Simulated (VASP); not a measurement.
# Se (Pm-3m) in VASP: further runs

Se is run at these levels: r2SCAN; tasks: single point.

All numbers are computed with VASP 6.6.1; they aren't measurements. Logs are shortened: lines on timing, memory, paths and dates and some standing lists are left out, and cuts for length are marked.

## Step 1: The cell of the first run

The structure is cubic, space group Pm-3m (No. 221). The conventional cell has a = 2.851 Å, b = 2.851 Å, c = 2.851 Å, α = 90.00°, β = 90.00°, γ = 90.00°. Se (site symmetry m-3m) has 6 Se at 2.85 Å within 3.8 Å.

This isn't the form of Se at room conditions, which is trigonal, of chains.

## Step 2: Single point, r2SCAN (23.18 Å³/atom)

POSCAR

```
Se
1.0
    2.8513362666      0.0000000000      0.0000000000
    0.0000000000      2.8513362666      0.0000000000
    0.0000000000      0.0000000000      2.8513362666
Se
1
Direct
    0.0000000000      0.0000000000      0.0000000000
```

INCAR.step1

```
  PREC = Accurate
  ENCUT = 520
  ISMEAR = -1
  SIGMA = 0.1
  LREAL = False
  LASPH = True
  NELM = 60
  NBANDS = 9
  GGA = PE
  ALGO = Normal
  EDIFF = 1E-4
  LWAVE = True
  LCHARG = False
```

INCAR.step2

```
  PREC = Accurate
  ENCUT = 520
  EDIFF = 1E-6
  ISMEAR = -1
  SIGMA = 0.1
  LREAL = False
  LASPH = True
  NELM = 60
  ALGO = Normal
  ISIF = 2
  LWAVE = False
  LCHARG = True
  METAGGA = R2SCAN
  LMIXTAU = True
  LELF = True
  LVHAR = True
  NBANDS = 9
  ISTART = 1
```

KPOINTS

```
regular mesh
0
Gamma
  13 13 13
```

Potentials or basis: VASP PAW PBE potentials, release 64 (Se).

Run with:

```console
$ cat potpaw_PBE.64/Se/POTCAR > POTCAR
$ cp INCAR.step1 INCAR
$ mpirun -np 1 vasp_std > vasp.out
$ cp INCAR.step2 INCAR
$ mpirun -np 1 vasp_std > vasp.out
```

OUTCAR:

```text
PREC = Accurate
   ENCUT = 520
   EDIFF = 1E-6
   ISMEAR = -1
   LREAL = False
   LASPH = True
   NELM = 60
   ISIF = 2
   METAGGA = R2SCAN
   ISTART = 1

 ion  position               nearest neighbor table
   1  0.000  0.000  0.000-

  LATTYP: Found a simple cubic cell.
 ALAT       =     2.8513362666

  Lattice vectors:

 A1 = (   2.8513362666,   0.0000000000,   0.0000000000)
 A2 = (   0.0000000000,   2.8513362666,   0.0000000000)
 A3 = (   0.0000000000,   0.0000000000,   2.8513362666)

Analysis of symmetry for initial positions (statically):
=====================================================================
 Subroutine PRICEL returns:
 Original cell was already a primitive cell.

 Routine SETGRP: Setting up the symmetry group for a
 simple cubic supercell.

 Subroutine GETGRP returns: Found 48 space group operations
 (whereof 48 operations were pure point group operations)
 out of a pool of 48 trial point group operations.

The static configuration has the point symmetry O_h .

Analysis of symmetry for dynamics (positions and initial velocities):
=====================================================================
 Subroutine PRICEL returns:
 Original cell was already a primitive cell.

 Routine SETGRP: Setting up the symmetry group for a
 simple cubic supercell.

 Subroutine GETGRP returns: Found 48 space group operations
 (whereof 48 operations were pure point group operations)
 out of a pool of 48 trial point group operations.

The dynamic configuration has the point symmetry O_h .

 Subroutine INISYM returns: Found 48 space group operations
 (whereof 48 operations are pure point group operations),
 and found     1 'primitive' translations

----------------------------------------------------------------------------------------

                                     Primitive cell

  volume of cell :      23.1817

  direct lattice vectors                    reciprocal lattice vectors
     2.851336267  0.000000000  0.000000000     0.350712756  0.000000000  0.000000000
     0.000000000  2.851336267  0.000000000     0.000000000  0.350712756  0.000000000
     0.000000000  0.000000000  2.851336267     0.000000000  0.000000000  0.350712756

  length of vectors
     2.851336267  2.851336267  2.851336267     0.350712756  0.350712756  0.350712756

  position of ions in fractional coordinates (direct lattice)
     0.000000000  0.000000000  0.000000000

  ion indices of the primitive-cell ions
   primitive index   ion index
                 1           1

----------------------------------------------------------------------------------------

 KPOINTS: regular mesh

Automatic generation of k-mesh.
 Grid dimensions read from file:
 generate k-points for:   13   13   13

 Generating k-lattice:

  Cartesian coordinates                     Fractional coordinates (reciprocal lattice)
     0.026977904  0.000000000  0.000000000     0.076923077  0.000000000  0.000000000
     0.000000000  0.026977904  0.000000000     0.000000000  0.076923077  0.000000000
     0.000000000  0.000000000  0.026977904     0.000000000  0.000000000  0.076923077

  Length of vectors
     0.026977904  0.026977904  0.026977904

  Shift w.r.t. Gamma in fractional coordinates (k-lattice)
     0.000000000  0.000000000  0.000000000

 Subroutine IBZKPT returns following result:
 ===========================================

 Found     84 irreducible k-points:

 Following reciprocal coordinates:
            Coordinates               Weight
  0.000000  0.000000  0.000000      1.000000
  0.076923  0.000000  0.000000      6.000000
  0.153846  0.000000  0.000000      6.000000
  0.230769  0.000000  0.000000      6.000000
  0.307692  0.000000  0.000000      6.000000
  0.384615  0.000000  0.000000      6.000000
[... 16 lines left out ...]
  0.307692  0.307692  0.000000     12.000000
  0.384615  0.307692  0.000000     24.000000
 [... further k-points ...]
   k-points           NKPTS =     84   k-points in BZ     NKDIM =     84   number of bands    NBANDS=      9
   number of dos      NEDOS =    301   number of ions     NIONS =      1
   total plane-waves  NPLWV =  13824
   dimension x,y,z NGX =    24 NGY =   24 NGZ =   24
   dimension x,y,z NGXF=    48 NGYF=   48 NGZF=   48
   ions per type =               1
   NGX,Y,Z   is equivalent  to a cutoff of  13.99, 13.99, 13.99 a.u.
   NGXF,Y,Z  is equivalent  to a cutoff of  27.99, 27.99, 27.99 a.u.
 SYSTEM =  unknown system
   PREC   = accura    normal or accurate (medium, high low for compatibility)
   ISTART =      1    job   : 0-new  1-cont  2-samecut
   ICHARG =      0    charge: 1-file 2-atom 10-const
   ISPIN  =      1    spin polarized calculation?
   LNONCOLLINEAR =      F non collinear calculations
   LSORBIT =      F    spin-orbit coupling
   LASPH  =      T    aspherical Exc in radial PAW
   ENCUT  =  520.0 eV  38.22 Ry    6.18 a.u.   5.30  5.30  5.30*2*pi/ulx,y,z
   NELM   =     60;   NELMIN=  2; NELMDL=  0     # of ELM steps
   EDIFF  = 0.1E-05   stopping-criterion for ELM
   LREAL  =      F    real-space projection
   EDIFFG = 0.1E-04   stopping-criterion for IOM
   NSW    =      0    number of steps for IOM
   IBRION =     -1    ionic relax: 0-MD 1-quasi-New 2-CG
   NFREE  =      0    steps in history (QN), initial steepest desc. (CG)
   ISIF   =      2    stress and relaxation
   ISYM   =      2    0-nonsym 1-usesym 2-fastsym
   POTIM  = 0.5000    time-step for ionic-motion
   TEBEG  =    0.0;   TEEND  =   0.0 temperature during run
   PSTRESS=    0.0 pullay stress
   NELECT =       6.0000    total number of electrons
   NUPDOWN=      -1.0000    fix difference up-down
   EMIN   =  10.00;   EMAX   =-10.00  energy-range for DOS
   EFERMI =   0.00;   METHOD = LEGACY
   ISMEAR =    -1;   SIGMA  =   0.10  broadening in eV -4-tet -1-fermi 0-gaus
   EFERMI_NEDOS =   21; number of points for ismear=-14 and -15
   IALGO  =     38    algorithm
   IMIX   =      4    mixing-type and parameters
     AMIX     =   0.40;   BMIX     =  1.00
     AMIX_MAG =   1.60;   BMIX_MAG =  1.00
  volume/ion in A,a.u.               =      23.18       156.44
  Fermi-wavevector in a.u.,A,eV,Ry     =   1.043302  1.971555 14.809664  1.088480
  Thomas-Fermi vector in A             =   2.178005
   LORBIT       =      0    0 simple, 1 ext, 2 COOP (PROOUT), +10 PAW based schemes
   METAGGA = R2SCAN    functional components
   LHFCALC =     F    Hartree Fock is set to
   AEXX    =    0.0000 exact exchange contribution
   IVDW    =     0    specifies the selected vdW correction
   LEPSILON=     F    determine dielectric tensor
   LRPA    =     F    only Hartree local field effects (RPA)
 non-spin polarized calculation
  energy-cutoff  :      520.00
  volume of cell :       23.18
 maximum number of plane-waves:       638
 NGX is ok and might be reduce to    24
   NGX = 11   NGY = 11   NGZ = 11

 number of electron       5.9999999 magnetization

 Free energy of the ion-electron system (eV)
  ---------------------------------------------------
  ext. energy  EPLUGINS =         0.00000000
  ---------------------------------------------------
  free energy    TOTEN  =       -14.05479667 eV

  energy without entropy =      -14.03850253  energy(sigma->0) =      -14.04664960

 E-fermi :   4.2106     XC(G=0): -10.3192

 val. band max:        4.1820819716   @ k =   0.2308   0.2308   0.1538
 cond. band min:       4.3473599438   @ k =   0.3846   0.1538   0.0000
 fundamental gap:      0.1652779722
 Fermi energy:         4.2105788384

 k-point     1 :       0.0000    0.0000    0.0000
  band No.  band energies     occupation
      1     -12.3363      2.00000
      2       5.5958      0.00000
      3       5.5958      0.00000
      4       5.5958      0.00000
      5      12.4504      0.00000
      6      12.4504      0.00000
      7      12.7283      0.00000
      8      27.1208      0.00000
      9      27.1208      0.00000

 k-point     2 :       0.0769    0.0000    0.0000
  band No.  band energies     occupation
      1     -12.2510      2.00000
      2       4.7126      0.01313
      3       5.6626      0.00000
      4       5.6626      0.00000
      5      12.5357      0.00000
      6      12.7307      0.00000
      7      13.6173      0.00000
      8      25.6452      0.00000
      9      25.6452      0.00000

 k-point     3 :       0.1538    0.0000    0.0000
  band No.  band energies     occupation
      1     -12.0014      2.00000
      2       2.9215      1.99999
      3       5.8545      0.00000
      4       5.8545      0.00000
      5      12.7859      0.00000
      6      13.0509      0.00000
      7      15.9017      0.00000
      8      23.5966      0.00000
      9      23.5966      0.00000

 k-point     4 :       0.2308    0.0000    0.0000
  band No.  band energies     occupation
      1     -11.6091      2.00000
      2       1.0335      2.00000
      3       6.1449      0.00000
      4       6.1449      0.00000
      5      13.1810      0.00000
      6      13.5638      0.00000
      7      18.3511      0.00000
      8      21.7245      0.00000
      9      21.7245      0.00000

 k-point     5 :       0.3077    0.0000    0.0000
  band No.  band energies     occupation
      1     -11.1213      2.00000
      2      -0.6562      2.00000
      3       6.4843      0.00000
      4       6.4843      0.00000
      5      13.6759      0.00000
      6      14.2735      0.00000
      7      19.5503      0.00000
      8      20.1702      0.00000
      9      20.1702      0.00000

 k-point     6 :       0.3846    0.0000    0.0000
  band No.  band energies     occupation
      1     -10.6330      2.00000
      2      -1.9711      2.00000
      3       6.7964      0.00000
      4       6.7964      0.00000
      5      14.1778      0.00000
      6      15.1665      0.00000
      7      18.8554      0.00000
      8      19.0386      0.00000
      9      19.0386      0.00000
[... 169 lines left out ...]
 k-point    21 :       0.3846    0.2308    0.0000
  band No.  band energies     occupation
      1      -9.9058      2.00000
      2      -1.2923      2.00000
      3       2.5306      2.00000
      4       7.3137      0.00000
      5      12.1967      0.00000
      6      15.6734      0.00000
      7      19.7638      0.00000
      8      20.6564      0.00000
      9      21.4930      0.00000

 k-point    22 :       0.4615    0.2308    0.0000
  band No.  band energies     occupation
      1      -9.5778      2.00000
      2      -2.0362      2.00000
      3       2.7947      2.00000
      4       7.4987      0.00000
      5      11.5678      0.00000
      6      16.1602      0.00000
      7      19.1809      0.00000
      8      20.3279      0.00000
      9      21.3942      0.00000

 k-point    23 :       0.3077    0.3077    0.0000
  band No.  band energies     occupation
      1      -9.9065      2.00000
      2       0.3940      2.00000
      3       0.5142      2.00000
      4       7.3346      0.00000
      5      11.7482      0.00000
      6      15.6318      0.00000
      7      21.0213      0.00000
      8      21.8183      0.00000
      9      21.9380      0.00000

 k-point    24 :       0.3846    0.3077    0.0000
  band No.  band energies     occupation
      1      -9.4173      2.00000
      2      -0.8499      2.00000
      3       0.8794      2.00000
      4       7.6297      0.00000
      5      10.5398      0.00000
      6      16.2760      0.00000
      7      20.2471      0.00000
      8      21.6907      0.00000
      9      21.9645      0.00000

 [... further k-points ...]
[... 5 lines left out ...]
  --------------------------------------------------------------------------------------
  -------------------------------------------------------------------------------------
  Total       -0.3946364     -0.3946364     -0.3946364      0.0000000      0.0000000      0.0000000
  in kB      -27.2748520    -27.2748520    -27.2748520      0.0000000      0.0000000      0.0000000
  external PRESSURE =     -27.2748520 kB  Pullay stress =       0.0000000 kB

 VOLUME and BASIS-vectors are now :
 -----------------------------------------------------------------------------
  energy-cutoff  :      520.00
  volume of cell :       23.18
      direct lattice vectors                 reciprocal lattice vectors
     2.851336267  0.000000000  0.000000000     0.350712756  0.000000000  0.000000000
     0.000000000  2.851336267  0.000000000     0.000000000  0.350712756  0.000000000
     0.000000000  0.000000000  2.851336267     0.000000000  0.000000000  0.350712756

 POSITION                                       TOTAL-FORCE (eV/Angst)
 -----------------------------------------------------------------------------------
      0.00000      0.00000      0.00000         0.000000      0.000000      0.000000
 -----------------------------------------------------------------------------------
    total drift:                                0.000000      0.000000      0.000000

  FREE ENERGIE OF THE ION-ELECTRON SYSTEM (eV)
  ---------------------------------------------------
  free  energy   TOTEN  =       -14.0547966727 eV

  energy  without entropy=      -14.0385025303  energy(sigma->0) =      -14.04664960
```

It took 39 s on 1 thread of Intel Xeon 8259CL, shared host; peak memory 0.15 GiB.

What came out:

| Item | Value |
| --- | --- |
| Free energy | -14.0548 eV |
| Pressure | -2.7 GPa |
| Band gap on the k mesh | zero (bands 3 and 4 overlap by 6.20 eV) |

Caveat: the PAW data sets were made with another functional, which shifts forces and pressure a little.

## Step 3: Single point, r2SCAN (24.07 Å³/atom)

This run uses another cell than the first one, of 24.07 Å³/atom.

POSCAR

```
Se
1.0
    2.8874329627      0.0000000000      0.0000000000
    0.0000000000      2.8874329627      0.0000000000
    0.0000000000      0.0000000000      2.8874329627
Se
1
Direct
    0.0000000000      0.0000000000      0.0000000000
```

INCAR.step1

```
PREC = Accurate
ENCUT = 520
ISMEAR = -1
SIGMA = 0.1
LREAL = False
LASPH = True
NELM = 60
NBANDS = 9
GGA = PE
ALGO = Normal
EDIFF = 1E-4
LWAVE = True
LCHARG = False
```

INCAR.step2

```
PREC = Accurate
ENCUT = 520
EDIFF = 1E-6
ISMEAR = -1
SIGMA = 0.1
LREAL = False
LASPH = True
NELM = 60
ALGO = Normal
ISIF = 2
LWAVE = False
LCHARG = False
METAGGA = R2SCAN
LMIXTAU = True
NBANDS = 9
ISTART = 1
```

KPOINTS

```
Automatic mesh
0
Gamma
  13 13 13
```

Potentials or basis: VASP PAW PBE potentials, release 64 (Se).

Run with:

```console
$ cat potpaw_PBE.64/Se/POTCAR > POTCAR
$ cp INCAR.step1 INCAR
$ mpirun -np 1 vasp_std > vasp.out
$ cp INCAR.step2 INCAR
$ mpirun -np 1 vasp_std > vasp.out
```

It took 39 s on 1 thread of Intel Xeon 8259CL, shared host; peak memory 0.15 GiB.

The run converged. Its results:

```
Free energy            : -14.0333 eV
Pressure               : -4.9 GPa
Band gap on the k mesh : zero (bands 3 and 4 overlap by 5.90 eV)
```

Levels at points of the mesh, in eV from the Fermi level:
```tsv
k point	band 1	band 2	band 3	band 4	band 5	band 6
(0.00, 0.00, 0.00)	-16.21	1.33	1.33	1.33	8.31	8.32
```

Caveat: the cell stands under tension; the PAW data sets were made with another functional, which shifts forces and pressure a little.

## Step 4: Single point, r2SCAN (24.96 Å³/atom)

This run uses another cell than the first one, of 24.96 Å³/atom.

POSCAR

```
Se
1.0
    2.9226490306      0.0000000000      0.0000000000
    0.0000000000      2.9226490306      0.0000000000
    0.0000000000      0.0000000000      2.9226490306
Se
1
Direct
    0.0000000000      0.0000000000      0.0000000000
```

INCAR.step1

```
  PREC = Accurate
  ENCUT = 520
  ISMEAR = -1
  SIGMA = 0.1
  LREAL = False
  LASPH = True
  NELM = 100
  NBANDS = 9
  GGA = PE
  ALGO = Normal
  EDIFF = 1E-4
  LWAVE = True
  LCHARG = False
```

INCAR.step2

```
  PREC = Accurate
  ENCUT = 520
  EDIFF = 1E-7
  ISMEAR = -1
  SIGMA = 0.1
  LREAL = False
  LASPH = True
  NELM = 100
  ALGO = Normal
  ISIF = 2
  LWAVE = False
  LCHARG = False
  METAGGA = R2SCAN
  LMIXTAU = True
  NBANDS = 9
  ISTART = 1
```

KPOINTS is that of step 3.

Run with:

```console
$ cat potpaw_PBE.64/Se/POTCAR > POTCAR
$ cp INCAR.step1 INCAR
$ mpirun -np 1 vasp_std > vasp.out
$ cp INCAR.step2 INCAR
$ mpirun -np 1 vasp_std > vasp.out
```

Run time: 40 s. Hardware: 1 thread of Intel Xeon 8259CL, shared host; peak memory 0.15 GiB.

Results (log left out):

| Item | Value |
| --- | --- |
| Free energy | -14.0009 eV |
| Pressure | -6.7 GPa |
| Band gap on the k mesh | zero (bands 3 and 4 overlap by 5.63 eV) |

Levels at points of the mesh, in eV from the Fermi level:
```
           k point  band 1  band 2  band 3  band 4  band 5  band 6
(0.00, 0.00, 0.00)  -15.90    1.28    1.28    1.28    8.11    8.39
```

Caveat: the cell stands under tension; the PAW data sets were made with another functional, which shifts forces and pressure a little.

## Step 5: Single point, r2SCAN

This run uses another cell than the first one, of 22.29 Å³/atom.

POSCAR

```
Se
1.0
    2.8143017337      0.0000000000      0.0000000000
    0.0000000000      2.8143017337      0.0000000000
    0.0000000000      0.0000000000      2.8143017337
Se
1
Direct
    0.0000000000      0.0000000000      0.0000000000
```

INCAR.step1

```
PREC = Accurate
ENCUT = 520
ISMEAR = -1
SIGMA = 0.1
LREAL = F
LASPH = T
NELM = 60
NBANDS = 9
GGA = PE
ALGO = Normal
EDIFF = 1E-4
LWAVE = T
LCHARG = F
```

INCAR.step2

```
PREC = Accurate
ENCUT = 520
EDIFF = 1E-6
ISMEAR = -1
SIGMA = 0.1
LREAL = F
LASPH = T
NELM = 60
ALGO = Normal
ISIF = 2
LWAVE = F
LCHARG = F
METAGGA = R2SCAN
LMIXTAU = T
NBANDS = 9
ISTART = 1
```

KPOINTS

```
Automatic mesh
0
Gamma
  18 18 18
```

Run with:

```console
$ cat potpaw_PBE.64/Se/POTCAR > POTCAR
$ cp INCAR.step1 INCAR
$ mpirun -np 1 vasp_std > vasp.out
$ cp INCAR.step2 INCAR
$ mpirun -np 1 vasp_std > vasp.out
```

It took 88 s on 1 thread of Intel Xeon 8259CL, shared host; peak memory 0.17 GiB.

The run converged. Its results:

```
Free energy            : -14.0571 eV
Pressure               : 0.1 GPa
Band gap on the k mesh : zero (bands 3 and 4 overlap by 6.62 eV)
```

Levels at points of the mesh, in eV from the Fermi level:
| k point | band 1 | band 2 | band 3 | band 4 | band 5 | band 6 | band 7 | band 8 |
| --- | --- | --- | --- | --- | --- | --- | --- | --- |
| (0.00, 0.00, 0.00) | -16.91 | 1.44 | 1.44 | 1.44 | 8.15 | 8.15 | 8.75 | 23.31 |
| (0.50, 0.00, 0.00) | -14.69 | -7.39 | 2.96 | 2.96 | 10.35 | 12.56 | 13.33 | 14.23 |
| (0.50, 0.50, 0.00) | -12.44 | -5.41 | -5.41 | 3.23 | 4.36 | 14.18 | 16.51 | 16.51 |
| (0.50, 0.50, 0.50) | -10.10 | -3.65 | -3.65 | -3.65 | 6.26 | 6.26 | 6.26 | 10.54 |

Caveat: the PAW data sets were made with another functional, which shifts forces and pressure a little.

## Step 6: Overview

| cell | k mesh | gap on the mesh (eV) | pressure (GPa) |
| --- | --- | --- | --- |
| a = 2.851 Å, 1 atom | 13 × 13 × 13 | none | -2.7 |
| a = 2.887 Å, 1 atom | 13 × 13 × 13 | none | -4.9 |
| a = 2.923 Å, 1 atom | 13 × 13 × 13 | none | -6.7 |
| a = 2.814 Å, 1 atom | 18 × 18 × 18 | none | 0.1 |

Alike in all rows: task single point; level r2SCAN; potentials or basis VASP PAW PBE potentials, release 64 (Se); no spin polarisation; cutoff (eV) 520; smearing fermi-dirac 0.1 eV.

Caveats: the PAW data sets were made with another functional, which shifts forces and pressure a little; the cell stands under tension (at least some runs).

Total energies depend on the potentials used, so only differences within one code and one set of settings carry meaning.

The gap in the log of VASP goes by the Fermi energy; the results here count the filled bands.